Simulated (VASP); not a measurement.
Wanted: the native input for a VASP 6.6.1 run.

| Item | Value |
| --- | --- |
| Task | single point |
| Functional | PBEsol |
| Potentials or basis | VASP PAW PBE potentials, release 64 (Pt) |
| Cutoff | 520 eV |
| k mesh | 6 × 6 × 4 |
| Occupations | gaussian, width 0.1 eV |
| Spin | no spin polarisation |
| Dipole correction | no |
| Further INCAR settings | ALGO = Normal; EDIFF = 1e-06; NBANDS = 28 |

The structure of Pt lies in POSCAR:

```
Pt
1.0
    1.5794096832     -5.0102119859      0.0000000000
    1.5794096832      5.0102119859      0.0000000000
    0.0000000000      0.0000000000      4.1799482854
Pt
4
Direct
    0.0980000000      0.9020000000      0.9100000000
    0.5980000000      0.4020000000      0.5900000000
    0.9020000000      0.0980000000      0.0900000000
    0.4020000000      0.5980000000      0.4100000000
```

One way to write it, as run:

INCAR

```
PREC = Accurate ; ENCUT = 520
EDIFF = 1E-6 ; ISMEAR = 0
SIGMA = 0.1 ; LREAL = F
LASPH = T ; NELM = 80
ALGO = Normal ; ISIF = 2
LWAVE = F ; LCHARG = F
GGA = PS ; NBANDS = 28
```

KPOINTS

```
Automatic mesh
0
Gamma
  6 6 4
```

Potentials or basis: VASP PAW PBE potentials, release 64 (Pt).

The run is started by

```sh
$ cat potpaw_PBE.64/Pt/POTCAR > POTCAR
$ mpirun -np 1 vasp_std > vasp.out
```

Results of the run:

- Pressure: 131.7 GPa
- Largest force: 18.339 eV/Å
- Band gap on the k mesh: zero (band 20 reaches 11.53 eV, above the bottom of band 21 at 10.19 eV)

Caveat: the k points lie up to 0.38 Å⁻¹ apart; the PAW data sets were made with another functional, which shifts forces and pressure a little; spin-orbit coupling is left out, which moves the levels of the heavy elements.

Run time: 61 s on 1 thread of Intel(R) Xeon(R) Platinum 8259CL CPU @ 2.50GHz (Skylake/Cascade Lake) (shared host), peak memory 0.23 GiB.
